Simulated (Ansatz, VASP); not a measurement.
## TiC3 in VASP and in Ansatz

```xyz
8
Lattice="4.2389 0.0000 0.0000 -2.1194 3.6710 0.0000 0.0000 0.0000 5.1605" Properties=species:S:1:pos:R:3 pbc="T T T"
Ti    0.0000    2.4473    1.2901
Ti    2.1194    1.2237    3.8704
C     2.1194    2.8395    1.2901
C    -1.3994    3.2552    3.8704
C     0.7200    0.4157    1.2901
C     0.0000    0.8314    3.8704
C     3.5188    0.4157    1.2901
C     1.3994    3.2552    3.8704
```

Alike in both runs: task relaxation of cell and atoms; functional PBE; k mesh 12 × 12 × 8; occupations gaussian, width 0.1 eV; no spin polarisation.

|  | VASP | Ansatz |
| --- | --- | --- |
| version | VASP 6.6.1 | Ansatz 0.2.0 |
| potentials or method | VASP PAW PBE potentials, release 64 (Ti_sv, C), cutoff 600 eV | scalar-relativistic, plane waves, PAW |
| valence electrons in the cell | 48 | 48 |

Ansatz gave:

- gap on the k mesh at the Fermi level, each at its own relaxed structure (eV): none
- relaxed volume (Å³/atom): 10.09
- relaxed cell length with the largest relative difference (Å): 5.196

Problem. What did VASP give for the same quantities?

Solution. gap on the k mesh at the Fermi level, each at its own relaxed structure (eV): none; relaxed volume (Å³/atom): 10.09; relaxed cell length with the largest relative difference (Å): 5.190.

A gap of «none» marks a metal or a gap that the smearing closes.
